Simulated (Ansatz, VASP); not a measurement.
PbF4 in VASP and in Ansatz

INCAR

```
  ALGO = Normal
  EDIFF = 1E-6
  ENCUT = 520
  GGA = PE
  GGA_COMPAT = False
  ISIF = 2
  ISMEAR = 0
  LASPH = True
  LCHARG = False
  LNONCOLLINEAR = True
  LORBIT = 11
  LORBMOM = True
  LREAL = False
  LSORBIT = True
  LWAVE = False
  MAGMOM = 0 0 0 0 0 0 0 0 0 0 0 0 0 0 0
  NBANDS = 57
  NELM = 150
  PREC = Accurate
  SIGMA = 0.01
```

File KPOINTS:

```
k-points
0
Gamma
  1 1 1
```

Contents of POSCAR:

```
PbF4
1.0
   12.1500000000      0.0000000000      0.0000000000
    0.0000000000     12.1500000000      0.0000000000
    0.0000000000      0.0000000000     11.5200000000
Pb F
1 4
Direct
    0.4999094700      0.4999094700      0.4998324700
    0.6294485600      0.4999094700      0.6090408000
    0.4999094700      0.6294485600      0.3906250000
    0.3703703700      0.4999094700      0.6090408000
    0.4999094700      0.3703703700      0.3906250000
```

Input for Ansatz:

```yaml
crystal:
  lattice:
    - [12.15, 0.0, 0.0]
    - [0.0, 12.15, 0.0]
    - [0.0, 0.0, 11.52]
  atoms:
    - { symbol: Pb, position: [0.49990947, 0.49990947, 0.49983247] }
    - { symbol: F, position: [0.62944856, 0.49990947, 0.6090408] }
    - { symbol: F, position: [0.49990947, 0.62944856, 0.390625] }
    - { symbol: F, position: [0.37037037, 0.49990947, 0.6090408] }
    - { symbol: F, position: [0.49990947, 0.37037037, 0.390625] }
basis:
  ecutwfc: 420
  ecutrho_ratio: 4
kpoints:
  mp_grid: { grid: [1, 1, 1] }
hamiltonian:
  xc: pbe
scf:
  occupations: { method: gaussian, width: 0.01 }
output:
  forces: true
  eigenvalues: true
  populations: true
  write_density: true
  write_potential: true
  elf: true
  volumetric_format: npy
magnetization:
  noncollinear: true
  spin_orbit: true
```

Alike in both runs: task single point; functional PBE; k mesh 1 × 1 × 1; occupations gaussian, width 0.01 eV; non-collinear spin, spin-orbit coupling.

|  | VASP | Ansatz |
| --- | --- | --- |
| version | VASP 6.6.1 | Ansatz 0.2.0 |
| potentials or method | VASP PAW PBE potentials, release 64 (Pb_d, F), cutoff 520 eV | plane waves, PAW |
| valence electrons in the cell | 42 | 42 |

|  | VASP | Ansatz | Ansatz less VASP |
| --- | --- | --- | --- |
| rms of the force components (eV/Å) | 0.043 | 0.071 | +0.0282 |
| net moment per atom (μB) | 0.00 | 0.00 | 0.000 |

Atom by atom the forces differ by 0.068 eV/Å (rms over components). The functional is the same, so the differences come from potentials, cutoffs and numerics. Ansatz's warnings: structure snapped to symmetry, xc potential rough in thin density.
